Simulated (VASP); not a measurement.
# HgTe (zincblende type) (F-43m) in VASP: notebook, part 3 of 4

VASP 6.6.1. The steps go on from the part before.

## 4. Single point, LDA (volume scaled by 0.94)

The input, INCAR:

```
PREC = Accurate ; ENCUT = 520
EDIFF = 1E-6 ; ISMEAR = -1
SIGMA = 0.05 ; LREAL = F
LASPH = T ; NELM = 60
ALGO = Normal ; ISIF = 2
LWAVE = F ; LCHARG = F
GGA = CA ; NBANDS = 16
```

The input, KPOINTS:

```
Automatic mesh
0
Gamma
  11 11 11
```

The input, POSCAR:

```
HgTe
1.0
    0.0000000000      3.1512722480      3.1512722480
    3.1512722480      0.0000000000      3.1512722480
    3.1512722480      3.1512722480      0.0000000000
Hg Te
1 1
Direct
    0.0000000000      0.0000000000      0.0000000000
    0.2500000000      0.2500000000      0.2500000000
```

Potentials or basis: VASP PAW LDA potentials, release 64 (Hg, Te).

Command:

```bash
> cat potpaw_LDA.64/Hg/POTCAR potpaw_LDA.64/Te/POTCAR > POTCAR
> mpirun -np 1 vasp_std > vasp.out
```

OUTCAR:

```text
PREC = Accurate
   ENCUT = 520
   EDIFF = 1E-6
   ISMEAR = -1
   LREAL = F
   LASPH = T
   NELM = 60
   ISIF = 2
   GGA = CA

 ion  position               nearest neighbor table
   1  0.000  0.000  0.000-   2 2.73   2 2.73   2 2.73   2 2.73
   2  0.250  0.250  0.250-   1 2.73   1 2.73   1 2.73   1 2.73

  LATTYP: Found a face centered cubic cell.
 ALAT       =     6.3025444960

  Lattice vectors:

 A1 = (   0.0000000000,   3.1512722480,   3.1512722480)
 A2 = (   3.1512722480,   0.0000000000,   3.1512722480)
 A3 = (   3.1512722480,   3.1512722480,   0.0000000000)

Analysis of symmetry for initial positions (statically):
=====================================================================
 Subroutine PRICEL returns:
 Original cell was already a primitive cell.

 Routine SETGRP: Setting up the symmetry group for a
 face centered cubic supercell.

 Subroutine GETGRP returns: Found 24 space group operations
 (whereof 24 operations were pure point group operations)
 out of a pool of 48 trial point group operations.

The static configuration has the point symmetry T_d .

Analysis of symmetry for dynamics (positions and initial velocities):
=====================================================================
 Subroutine PRICEL returns:
 Original cell was already a primitive cell.

 Routine SETGRP: Setting up the symmetry group for a
 face centered cubic supercell.

 Subroutine GETGRP returns: Found 24 space group operations
 (whereof 24 operations were pure point group operations)
 out of a pool of 48 trial point group operations.

The dynamic configuration has the point symmetry T_d .

 Subroutine INISYM returns: Found 24 space group operations
 (whereof 24 operations are pure point group operations),
 and found     1 'primitive' translations

----------------------------------------------------------------------------------------

                                     Primitive cell

  volume of cell :      62.5875

  direct lattice vectors                    reciprocal lattice vectors
     0.000000000  3.151272248  3.151272248    -0.158666075  0.158666075  0.158666075
     3.151272248  0.000000000  3.151272248     0.158666075 -0.158666075  0.158666075
     3.151272248  3.151272248  0.000000000     0.158666075  0.158666075 -0.158666075

  length of vectors
     4.456571952  4.456571952  4.456571952     0.274817704  0.274817704  0.274817704

  position of ions in fractional coordinates (direct lattice)
     0.000000000  0.000000000  0.000000000
     0.250000000  0.250000000  0.250000000

  ion indices of the primitive-cell ions
   primitive index   ion index
                 1           1
                 2           2

----------------------------------------------------------------------------------------

 KPOINTS: Automatic mesh

Automatic generation of k-mesh.
 Grid dimensions read from file:
 generate k-points for:   11   11   11

 Generating k-lattice:

  Cartesian coordinates                     Fractional coordinates (reciprocal lattice)
    -0.014424189  0.014424189  0.014424189     0.090909091  0.000000000  0.000000000
     0.014424189 -0.014424189  0.014424189     0.000000000  0.090909091  0.000000000
     0.014424189  0.014424189 -0.014424189     0.000000000  0.000000000  0.090909091

  Length of vectors
     0.024983428  0.024983428  0.024983428

  Shift w.r.t. Gamma in fractional coordinates (k-lattice)
     0.000000000  0.000000000  0.000000000

 Subroutine IBZKPT returns following result:
 ===========================================

 Found     56 irreducible k-points:

 Following reciprocal coordinates:
            Coordinates               Weight
  0.000000  0.000000  0.000000      1.000000
  0.090909  0.000000  0.000000      8.000000
  0.181818  0.000000  0.000000      8.000000
  0.272727  0.000000  0.000000      8.000000
  0.363636  0.000000  0.000000      8.000000
  0.454545  0.000000  0.000000      8.000000
[... 16 lines left out ...]
 -0.272727  0.181818  0.000000     24.000000
 -0.181818  0.181818  0.000000     12.000000
 [... further k-points ...]
   k-points           NKPTS =     56   k-points in BZ     NKDIM =     56   number of bands    NBANDS=     16
   number of dos      NEDOS =    301   number of ions     NIONS =      2
   total plane-waves  NPLWV =  46656
   dimension x,y,z NGX =    36 NGY =   36 NGZ =   36
   dimension x,y,z NGXF=    72 NGYF=   72 NGZF=   72
   ions per type =               1   1
   NGX,Y,Z   is equivalent  to a cutoff of  13.43, 13.43, 13.43 a.u.
   NGXF,Y,Z  is equivalent  to a cutoff of  26.86, 26.86, 26.86 a.u.
 SYSTEM =  unknown system
   PREC   = accura    normal or accurate (medium, high low for compatibility)
   ISTART =      0    job   : 0-new  1-cont  2-samecut
   ICHARG =      2    charge: 1-file 2-atom 10-const
   ISPIN  =      1    spin polarized calculation?
   LNONCOLLINEAR =      F non collinear calculations
   LSORBIT =      F    spin-orbit coupling
   LASPH  =      T    aspherical Exc in radial PAW
   ENCUT  =  520.0 eV  38.22 Ry    6.18 a.u.   8.29  8.29  8.29*2*pi/ulx,y,z
   NELM   =     60;   NELMIN=  2; NELMDL= -5     # of ELM steps
   EDIFF  = 0.1E-05   stopping-criterion for ELM
   LREAL  =      F    real-space projection
   EDIFFG = 0.1E-04   stopping-criterion for IOM
   NSW    =      0    number of steps for IOM
   IBRION =     -1    ionic relax: 0-MD 1-quasi-New 2-CG
   NFREE  =      0    steps in history (QN), initial steepest desc. (CG)
   ISIF   =      2    stress and relaxation
   ISYM   =      2    0-nonsym 1-usesym 2-fastsym
   POTIM  = 0.5000    time-step for ionic-motion
   TEBEG  =    0.0;   TEEND  =   0.0 temperature during run
   PSTRESS=    0.0 pullay stress
   NELECT =      18.0000    total number of electrons
   NUPDOWN=      -1.0000    fix difference up-down
   EMIN   =  10.00;   EMAX   =-10.00  energy-range for DOS
   EFERMI =   0.00;   METHOD = LEGACY
   ISMEAR =    -1;   SIGMA  =   0.05  broadening in eV -4-tet -1-fermi 0-gaus
   EFERMI_NEDOS =   21; number of points for ismear=-14 and -15
   IALGO  =     38    algorithm
   IMIX   =      4    mixing-type and parameters
     AMIX     =   0.40;   BMIX     =  1.00
     AMIX_MAG =   1.60;   BMIX_MAG =  1.00
  volume/ion in A,a.u.               =      31.29       211.18
  Fermi-wavevector in a.u.,A,eV,Ry     =   1.080612  2.042060 15.887823  1.167722
  Thomas-Fermi vector in A             =   2.216607
   LORBIT       =      0    0 simple, 1 ext, 2 COOP (PROOUT), +10 PAW based schemes
   GGA     = CA    functional components
   LHFCALC =     F    Hartree Fock is set to
   AEXX    =    0.0000 exact exchange contribution
   IVDW    =     0    specifies the selected vdW correction
   LEPSILON=     F    determine dielectric tensor
   LRPA    =     F    only Hartree local field effects (RPA)
 non-spin polarized calculation
  energy-cutoff  :      520.00
  volume of cell :       62.59
 maximum number of plane-waves:      1709
 NGX is ok and might be reduce to    36
   NGX = 17   NGY = 17   NGZ = 17

 number of electron      18.0000001 magnetization

 Free energy of the ion-electron system (eV)
  ---------------------------------------------------
  ext. energy  EPLUGINS =         0.00000000
  ---------------------------------------------------
  free energy    TOTEN  =        -4.98862141 eV

  energy without entropy =       -4.98833540  energy(sigma->0) =       -4.98847840

 E-fermi :   3.8356     XC(G=0):  -9.4360

 val. band max:        3.7595250689   @ k =   0.0000   0.0000   0.0000
 cond. band min:       4.2761165824   @ k =   0.0909   0.0000   0.0000
 fundamental gap:      0.5165915135
 Fermi energy:         3.8355951140

 k-point     1 :       0.0000    0.0000    0.0000
  band No.  band energies     occupation
      1      -8.8663      2.00000
      2      -4.0965      2.00000
      3      -4.0965      2.00000
      4      -4.0965      2.00000
      5      -3.4663      2.00000
      6      -3.4663      2.00000
[... 8 lines left out ...]
     15      13.3784      0.00000
     16      13.3784      0.00000

 k-point     2 :       0.0909    0.0000    0.0000
  band No.  band energies     occupation
      1      -8.8179      2.00000
      2      -4.0845      2.00000
      3      -4.0827      2.00000
      4      -4.0827      2.00000
      5      -3.4682      2.00000
      6      -3.4682      2.00000
[... 8 lines left out ...]
     15      12.6093      0.00000
     16      12.6093      0.00000
[... 387 lines left out ...]
      5      -3.4913      2.00000
      6      -3.4060      2.00000
[... 8 lines left out ...]
     15      12.9098      0.00000
     16      14.1414      0.00000

 k-point    24 :      -0.1818    0.1818    0.0000
  band No.  band energies     occupation
      1      -8.4365      2.00000
      2      -3.9879      2.00000
      3      -3.9707      2.00000
      4      -3.8842      2.00000
      5      -3.4961      2.00000
      6      -3.4354      2.00000
[... 8 lines left out ...]
     15      12.8837      0.00000
     16      13.1085      0.00000

 [... further k-points ...]
[... 5 lines left out ...]
  --------------------------------------------------------------------------------------
  -------------------------------------------------------------------------------------
  Total        1.4916930      1.4916930      1.4916930      0.0000000     -0.0000000      0.0000000
  in kB       38.1858329     38.1858329     38.1858329      0.0000000     -0.0000000      0.0000000
  external PRESSURE =      38.1858329 kB  Pullay stress =       0.0000000 kB

 VOLUME and BASIS-vectors are now :
 -----------------------------------------------------------------------------
  energy-cutoff  :      520.00
  volume of cell :       62.59
      direct lattice vectors                 reciprocal lattice vectors
     0.000000000  3.151272248  3.151272248    -0.158666075  0.158666075  0.158666075
     3.151272248  0.000000000  3.151272248     0.158666075 -0.158666075  0.158666075
     3.151272248  3.151272248  0.000000000     0.158666075  0.158666075 -0.158666075

 POSITION                                       TOTAL-FORCE (eV/Angst)
 -----------------------------------------------------------------------------------
      0.00000      0.00000      0.00000        -0.000000     -0.000000     -0.000000
      1.57564      1.57564      1.57564         0.000000      0.000000      0.000000
 -----------------------------------------------------------------------------------
    total drift:                               -0.000000     -0.000000     -0.000000

  FREE ENERGIE OF THE ION-ELECTRON SYSTEM (eV)
  ---------------------------------------------------
  free  energy   TOTEN  =        -4.9886214100 eV

  energy  without entropy=       -4.9883353980  energy(sigma->0) =       -4.98847840
```

OSZICAR:

```text
N       E                     dE             d eps       ncg     rms          rms(c)
DAV:   1     0.107043538275E+03    0.10704E+03   -0.80553E+03  1792   0.975E+02
DAV:   2    -0.148368068528E+01   -0.10853E+03   -0.10139E+03  2064   0.234E+02
DAV:   3    -0.519987194652E+01   -0.37162E+01   -0.37069E+01  2152   0.445E+01
DAV:   4    -0.523439742183E+01   -0.34525E-01   -0.34523E-01  2672   0.397E+00
DAV:   5    -0.523451143841E+01   -0.11402E-03   -0.11402E-03  2336   0.194E-01    0.908E+00
DAV:   6    -0.500811944906E+01    0.22639E+00   -0.41991E-01  2240   0.927E+00    0.698E+00
DAV:   7    -0.499172212197E+01    0.16397E-01   -0.10562E-01  2120   0.234E+00    0.226E+00
DAV:   8    -0.498894578782E+01    0.27763E-02   -0.12972E-02  2000   0.137E+00    0.575E-01
DAV:   9    -0.498862929837E+01    0.31649E-03   -0.75773E-04  2360   0.311E-01    0.147E-01
DAV:  10    -0.498862078296E+01    0.85154E-05   -0.66470E-05  2304   0.719E-02    0.531E-02
DAV:  11    -0.498862293308E+01   -0.21501E-05   -0.18878E-05  2288   0.433E-02    0.379E-02
DAV:  12    -0.498862139132E+01    0.15418E-05   -0.36004E-06  2000   0.196E-02    0.145E-02
DAV:  13    -0.498862141001E+01   -0.18686E-07   -0.30170E-07  1072   0.324E-03
   1 F= -.49886214E+01 E0= -.49884784E+01  d E =-.286012E-03
```

stdout:

```text
POSCAR found type information on POSCAR HgTe
 POSCAR found :  2 types and       2 ions
 scaLAPACK will be used
 LDA part: xc-table for (Slater(with rela. corr.)+CA(PZ))
 , standard interpolation
 POSCAR, INCAR and KPOINTS ok, starting setup
 FFT: planning ... GRIDC
 FFT: planning ... GRID_SOFT
 FFT: planning ... GRID
 WAVECAR not read
 entering main loop
```

Run time: 45 s. Hardware: 1 thread of Intel Xeon Platinum 8259CL at 2.50GHz (Skylake/Cascade Lake), shared host; peak memory 0.2 GiB.

What came out:

```yaml
Free_energy: -4.9886 eV
Pressure: 3.8 GPa
Band_gap_on_the_k_mesh: zero (filled and empty bands touch)
```

Levels at points of the mesh, in eV from the Fermi level:
```tsv
k point	band 7	band 8	band 9	band 10	band 11	band 12
(0.00, 0.00, 0.00)	-0.75	-0.08	-0.08	-0.08	3.94	3.94
```

Caveat: spin-orbit coupling is left out, which moves the levels of the heavy elements.

(Continued in part 4 of 4.)
